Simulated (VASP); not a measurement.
# ZnSe2 in VASP: further runs, part 3 of 3

VASP 6.6.1.

**5. Single point, PBEsol**

This run uses another cell than the first one, of 20.44 Å³/atom.

The input, INCAR:

```
  PREC = Accurate
  ENCUT = 520
  EDIFF = 1E-6
  ISMEAR = 0
  SIGMA = 0.02
  LREAL = F
  LASPH = T
  NELM = 60
  ALGO = Normal
  ISIF = 2
  LWAVE = F
  LCHARG = F
  GGA = PS
  NBANDS = 60
```

The input, KPOINTS:

```
Automatic mesh
0
Gamma
  6 6 6
```

The input, POSCAR:

```
ZnSe2
1.0
    6.4263952110      0.0000000000      0.0000000000
    0.0000000000      6.1767257049      0.0000000000
    0.0000000000      0.0000000000      6.1783717648
Zn Se
4 8
Direct
    0.5000000000      0.5000000000      0.0000000000
    0.5000000000      0.0000000000      0.5000000000
    0.0000000000      0.5000000000      0.5000000000
    0.0000000000      0.0000000000      0.0000000000
    0.1088451895      0.8902304723      0.3895578112
    0.8911548105      0.3902304723      0.1104421888
    0.3911548105      0.1097695277      0.8895578112
    0.6088451895      0.6097695277      0.6104421888
    0.8911548105      0.1097695277      0.6104421888
    0.1088451895      0.6097695277      0.8895578112
    0.6088451895      0.8902304723      0.1104421888
    0.3911548105      0.3902304723      0.3895578112
```

Potentials or basis: VASP PAW PBE potentials, release 64 (Zn, Se).

Run with:

```
$ cat potpaw_PBE.64/Zn/POTCAR potpaw_PBE.64/Se/POTCAR > POTCAR
$ mpirun -np 1 vasp_std > vasp.out
```

OUTCAR:

```text
PREC = Accurate
   ENCUT = 520
   EDIFF = 1E-6
   ISMEAR = 0
   LREAL = F
   LASPH = T
   NELM = 60
   ISIF = 2
   GGA = PS

 ion  position               nearest neighbor table
   1  0.500  0.500  0.000-   8 2.60  12 2.60  11 2.60   7 2.60   6 2.69  10 2.69
   2  0.500  0.000  0.500-   7 2.60  11 2.60   8 2.60  12 2.60   5 2.69   9 2.69
   3  0.000  0.500  0.500-   6 2.60  10 2.60   9 2.60   5 2.60   8 2.69  12 2.69
   4  0.000  0.000  0.000-   5 2.60   9 2.60   6 2.60  10 2.60   7 2.69  11 2.69
   5  0.109  0.890  0.390-   9 2.38   4 2.60   3 2.60   2 2.69
   6  0.891  0.390  0.110-  10 2.38   3 2.60   4 2.60   1 2.69
   7  0.391  0.110  0.890-  11 2.38   2 2.60   1 2.60   4 2.69
   8  0.609  0.610  0.610-  12 2.38   1 2.60   2 2.60   3 2.69
   9  0.891  0.110  0.610-   5 2.38   4 2.60   3 2.60   2 2.69
  10  0.109  0.610  0.890-   6 2.38   3 2.60   4 2.60   1 2.69
  11  0.609  0.890  0.110-   7 2.38   2 2.60   1 2.60   4 2.69
  12  0.391  0.390  0.390-   8 2.38   1 2.60   2 2.60   3 2.69

  LATTYP: Found a simple orthorhombic cell.
 ALAT       =     6.1767257049
 B/A-ratio  =     1.0002664939
 C/A-ratio  =     1.0404210124

  Lattice vectors:

 A1 = (   0.0000000000,   6.1767257049,   0.0000000000)
 A2 = (   0.0000000000,   0.0000000000,   6.1783717648)
 A3 = (   6.4263952110,   0.0000000000,   0.0000000000)

Analysis of symmetry for initial positions (statically):
=====================================================================
 Subroutine PRICEL returns:
 Original cell was already a primitive cell.

 Routine SETGRP: Setting up the symmetry group for a
 simple orthorhombic supercell.

 Subroutine GETGRP returns: Found  8 space group operations
 (whereof  2 operations were pure point group operations)
 out of a pool of  8 trial point group operations.

The static configuration has the point symmetry S_2 .
 The point group associated with its full space group is D_2h.
[... 162 lines left out ...]
   IVDW    =     0    specifies the selected vdW correction
   LEPSILON=     F    determine dielectric tensor
   LRPA    =     F    only Hartree local field effects (RPA)
 non-spin polarized calculation
 Gauss-broadening in eV      SIGMA  =   0.02
  energy-cutoff  :      520.00
  volume of cell :      245.24
 maximum number of plane-waves:      6640
 NGX is ok and might be reduce to    48
   NGX = 23   NGY = 23   NGZ = 23

 number of electron      95.9999967 magnetization

 Free energy of the ion-electron system (eV)
  ---------------------------------------------------
  ext. energy  EPLUGINS =         0.00000000
  ---------------------------------------------------
  free energy    TOTEN  =       -41.18616033 eV

  energy without entropy =      -41.18616033  energy(sigma->0) =      -41.18616033

 E-fermi :   4.2019     XC(G=0): -10.3250

 val. band max:        4.0708023385   @ k =   0.0000   0.0000   0.0000
 cond. band min:       4.6358915391   @ k =   0.1667   0.1667   0.1667
 fundamental gap:      0.5650892006
 Fermi energy:         4.2019429557

 k-point     1 :       0.0000    0.0000    0.0000
  band No.  band energies     occupation
      1     -11.6611      2.00000
      2     -10.5857      2.00000
      3     -10.4812      2.00000
      4     -10.4707      2.00000
      5      -8.3985      2.00000
      6      -8.2900      2.00000
[... 1501 lines left out ...]
     59       9.4228      0.00000
     60       9.4228      0.00000

 [... further k-points ...]

------------------------ aborting loop because EDIFF is reached ----------------------------------------

  FORCE on cell =-STRESS in cart. coord.  units (eV):
  Direction    XX          YY          ZZ          XY          YZ          ZX
  --------------------------------------------------------------------------------------
  -------------------------------------------------------------------------------------
  Total       -1.9430853      0.4256684      0.3999781      0.0000000      0.0000000      0.0000000
  in kB      -12.6941219      2.7808795      2.6130459      0.0000000      0.0000000      0.0000000
  external PRESSURE =      -2.4333988 kB  Pullay stress =       0.0000000 kB

 VOLUME and BASIS-vectors are now :
 -----------------------------------------------------------------------------
  energy-cutoff  :      520.00
  volume of cell :      245.24
      direct lattice vectors                 reciprocal lattice vectors
     6.426395211  0.000000000  0.000000000     0.155608232  0.000000000  0.000000000
     0.000000000  6.176725705  0.000000000     0.000000000  0.161898075  0.000000000
     0.000000000  0.000000000  6.178371765     0.000000000  0.000000000  0.161854941

 POSITION                                       TOTAL-FORCE (eV/Angst)
 -----------------------------------------------------------------------------------
      3.21320      3.08836      0.00000         0.000000      0.000000      0.000000
      3.21320      0.00000      3.08919         0.000000      0.000000      0.000000
      0.00000      3.08836      3.08919         0.000000      0.000000      0.000000
      0.00000      0.00000      0.00000         0.000000      0.000000      0.000000
      0.69948      5.49871      2.40683         0.020622     -0.013366     -0.017669
      5.72691      2.41035      0.68235        -0.020622     -0.013366      0.017669
      2.51372      0.67802      5.49602        -0.020622      0.013366     -0.017669
      3.91268      3.76638      3.77154         0.020622      0.013366      0.017669
      5.72691      0.67802      3.77154        -0.020622      0.013366      0.017669
      0.69948      3.76638      5.49602         0.020622      0.013366     -0.017669
      3.91268      5.49871      0.68235         0.020622     -0.013366      0.017669
      2.51372      2.41035      2.40683        -0.020622     -0.013366     -0.017669
 -----------------------------------------------------------------------------------
    total drift:                                0.000000      0.000000      0.000000

  FREE ENERGIE OF THE ION-ELECTRON SYSTEM (eV)
  ---------------------------------------------------
  free  energy   TOTEN  =       -41.1861603310 eV

  energy  without entropy=      -41.1861603310  energy(sigma->0) =      -41.18616033
```

OSZICAR:

```text
N       E                     dE             d eps       ncg     rms          rms(c)
DAV:   1     0.809723045424E+03    0.80972E+03   -0.41634E+04  7680   0.174E+03
DAV:   2     0.821062488840E+02   -0.72762E+03   -0.69546E+03  7696   0.414E+02
DAV:   3    -0.359578534940E+02   -0.11806E+03   -0.11298E+03  9000   0.153E+02
DAV:   4    -0.421466525613E+02   -0.61888E+01   -0.60952E+01  9096   0.337E+01
DAV:   5    -0.422473532176E+02   -0.10070E+00   -0.10037E+00  8800   0.432E+00    0.124E+01
DAV:   6    -0.412992916700E+02    0.94806E+00   -0.25299E+00 10192   0.310E+01    0.877E+00
DAV:   7    -0.411966103187E+02    0.10268E+00   -0.13000E+00  8588   0.488E+00    0.266E+00
DAV:   8    -0.411890194684E+02    0.75909E-02   -0.48165E-02  9712   0.196E+00    0.521E-01
DAV:   9    -0.411864443214E+02    0.25751E-02   -0.18933E-02  9772   0.160E+00    0.127E-01
DAV:  10    -0.411861660781E+02    0.27824E-03   -0.38091E-03 10604   0.737E-01    0.424E-02
DAV:  11    -0.411861559176E+02    0.10161E-04   -0.52361E-04  9608   0.186E-01    0.188E-02
DAV:  12    -0.411861630393E+02   -0.71217E-05   -0.94086E-05 11052   0.780E-02    0.921E-03
DAV:  13    -0.411861603067E+02    0.27325E-05   -0.38794E-05  9828   0.590E-02    0.347E-03
DAV:  14    -0.411861603310E+02   -0.24240E-07   -0.17943E-06  5168   0.150E-02
   1 F= -.41186160E+02 E0= -.41186160E+02  d E =-.111086E-22
```

stdout:

```text
POSCAR found type information on POSCAR ZnSe
 POSCAR found :  2 types and      12 ions
 scaLAPACK will be used
 -----------------------------------------------------------------------------
|                                                                             |
|                                                                             |
|     You enforced a specific xc type in the INCAR file but a different       |
|     I HOPE YOU KNOW WHAT YOU ARE DOING!                                     |
|                                                                             |
 -----------------------------------------------------------------------------

 LDA part: xc-table for (Slater+PW92), standard interpolation
 POSCAR, INCAR and KPOINTS ok, starting setup
 FFT: planning ... GRIDC
 FFT: planning ... GRID_SOFT
 FFT: planning ... GRID
 WAVECAR not read
 entering main loop
```

It took 23 min on 1 thread of Oxide Virtual Turin-like, shared host; peak memory 0.74 GiB.

Results:

```
Free energy            : -41.1862 eV
Pressure               : -0.2 GPa
Largest force          : 0.030 eV/Å
Band gap on the k mesh : 0.57 eV (least direct gap 0.75 eV)
```

Forces on the atoms (eV/Å):
```
Zn   0.000  0.000  0.000
Zn   0.000  0.000  0.000
Zn   0.000  0.000  0.000
Zn   0.000  0.000  0.000
Se   0.021 -0.013 -0.018
Se  -0.021 -0.013  0.018
Se  -0.021  0.013 -0.018
Se   0.021  0.013  0.018
Se  -0.021  0.013  0.018
Se   0.021  0.013 -0.018
Se   0.021 -0.013  0.018
Se  -0.021 -0.013 -0.018
```

Levels at points of the mesh, in eV from the valence-band top:
```csv
k point,band 44,band 45,band 46,band 47,band 48,band 49,band 50,band 51,band 52,band 53
"(0.00, 0.00, 0.00)",-0.93,-0.92,-0.91,-0.33,0.00,0.75,1.36,1.98,1.99,2.04
"(0.50, 0.00, 0.00)",-2.20,-1.84,-1.84,-0.26,-0.26,1.05,1.05,1.05,1.05,3.08
"(0.00, 0.50, 0.00)",-2.21,-1.55,-1.55,-0.35,-0.35,1.09,1.09,1.12,1.12,3.10
"(0.50, 0.50, 0.00)",-2.00,-1.66,-1.66,-1.66,-1.66,1.04,1.04,1.04,1.04,2.69
"(0.00, 0.00, 0.50)",-2.24,-1.48,-1.48,-0.31,-0.31,1.06,1.06,1.16,1.16,2.75
"(0.50, 0.00, 0.50)",-1.98,-1.67,-1.67,-1.67,-1.67,1.00,1.00,1.00,1.00,2.65
"(0.00, 0.50, 0.50)",-1.94,-1.65,-1.65,-1.65,-1.65,1.09,1.09,1.09,1.09,2.53
"(0.50, 0.50, 0.50)",-2.42,-2.07,-2.07,-2.07,-2.07,1.07,1.07,1.07,1.07,2.60
```

Caveat: the PAW data sets were made with another functional, which shifts forces and pressure a little. A k mesh can miss the band edges.

**6. The runs side by side**

```csv
task,cell,k mesh,cutoff (eV),gap on the mesh (eV),pressure (GPa),largest force (eV/Å)
relaxation of cell and atoms,"relaxed to 10 GPa from a = 6.003 Å, 12 atoms, atomic positions A",4 × 4 × 4,500,0.38,10.0,-
single point,"a = 6.333, b = 6.206, c = 6.207 Å, 12 atoms, atomic positions B",6 × 6 × 6,520,0.62,0.0,0.03
single point,"a = 6.426, b = 6.192, c = 6.192 Å, 12 atoms, atomic positions B",6 × 6 × 6,520,0.56,-0.7,0.04
single point,"a = 6.426, b = 6.177, c = 6.178 Å, 12 atoms, atomic positions B",6 × 6 × 6,520,0.57,-0.2,0.03
```

Alike in all rows: level PBEsol; potentials or basis VASP PAW PBE potentials, release 64 (Zn, Se); no spin polarisation; smearing gaussian 0.02 eV.

Caveats: the PAW data sets were made with another functional, which shifts forces and pressure a little; the cell is relaxed towards a set pressure, so the run minimises the enthalpy, not the energy (at least some runs).

Absolute energies hang on the potentials; compare differences alone.
